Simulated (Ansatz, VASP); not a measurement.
Two plane-wave programs on CsCl

The input POSCAR:

```
CsCl
1.0
    4.1399691800      0.0000000000      0.0000000000
    0.0000000000      4.1399691800      0.0000000000
    0.0000000000      0.0000000000      4.1399691800
Cs Cl
1 1
Direct
    0.0000000000      0.0000000000      0.0000000000
    0.5000000000      0.5000000000      0.5000000000
```

File INCAR.step1:

```
SYSTEM = CsCl
  PREC = Accurate
  ENCUT = 550
  ISMEAR = -1
  SIGMA = 0.02
  LREAL = .False.
  LASPH = .True.
  NELM = 200
  MAGMOM = 0 0 0 0 0 0
  LSORBIT = .True.
  GGA_COMPAT = .False.
  NBANDS = 28
  GGA = PE
  ALGO = Normal
  EDIFF = 1E-5
  LWAVE = .True.
  LCHARG = .False.
```

Contents of INCAR.step2:

```
SYSTEM = CsCl
  PREC = Accurate
  ENCUT = 550
  EDIFF = 1E-6
  ISMEAR = -1
  SIGMA = 0.02
  LREAL = .False.
  LASPH = .True.
  NELM = 200
  ALGO = Normal
  ISIF = 2
  LWAVE = .False.
  LCHARG = .False.
  MAGMOM = 0 0 0 0 0 0
  LORBIT = 11
  LSORBIT = .True.
  GGA_COMPAT = .False.
  LORBMOM = .True.
  METAGGA = R2SCAN
  LMIXTAU = .True.
  NBANDS = 28
  ISTART = 1
```

File KPOINTS:

```
Automatic mesh
0
Gamma
  8 8 8
  0 0 0
```

Input for Ansatz:

```yaml
crystal:
  lattice:
    - [4.13996918, 0.0, 0.0]
    - [0.0, 4.13996918, 0.0]
    - [0.0, 0.0, 4.13996918]
  atoms:
    - { symbol: Cs, position: [0.0, 0.0, 0.0] }
    - { symbol: Cl, position: [0.5, 0.5, 0.5] }
  symmetry: { tolerance: 0.0003 }
hamiltonian:
  xc: r2scan
  pseudopotentials: { kind: paw_fr, azcp: { folder: soft_1 } }
basis:
  ecutwfc: 500
magnetization:
  noncollinear: true
  spin_orbit: true
scf:
  occupations: { method: fermi_dirac, width: 0.02 }
kpoints:
  mp_grid: { grid: [8, 8, 8], shift: [0, 0, 0] }
  band_path:
    path:
      - [0.0, 0.0, 0.0]
      - [0.0, 0.5, 0.0]
      - [0.5, 0.5, 0.0]
      - [0.0, 0.0, 0.0]
      - [0.5, 0.5, 0.5]
      - [0.0, 0.5, 0.0]
      - [0.5, 0.5, 0.5]
      - [0.5, 0.5, 0.0]
    npoints: 10
output:
  forces: true
  stress: true
  eigenvalues: true
  bader: true
  populations: true
  elf: true
  write_potential: true
  write_density: true
  volumetric_format: npy
  dos:
    e_range: [-12, 8]
    de: 0.05
    projected: { site_lists: { Cl: [Cl], Cs: [Cs] } }
    method: { smearing: { sigma: 0.1, scheme: gaussian } }
```

Alike in both runs: task single point; functional r2SCAN; k mesh 8 × 8 × 8; occupations fermi-dirac, width 0.02 eV; non-collinear spin, spin-orbit coupling.

|  | VASP | Ansatz |
| --- | --- | --- |
| version | VASP 6.6.1 | Ansatz 0.2.0 |
| potentials or method | VASP PAW PBE potentials, release 64 (Cs_sv, Cl), cutoff 550 eV | PAW plane waves |
| valence electrons in the cell | 16 | 16 |

|  | VASP | Ansatz | Ansatz less VASP |
| --- | --- | --- | --- |
| pressure (GPa) | 0.0 | 0.0 | -0.04 |
| net moment per atom (μB) | 0.00 | 0.00 | 0.000 |

VASP's potentials were made for PBE, not for r2SCAN. With one functional, cell and mesh, what is left measures potentials, basis and numerics.
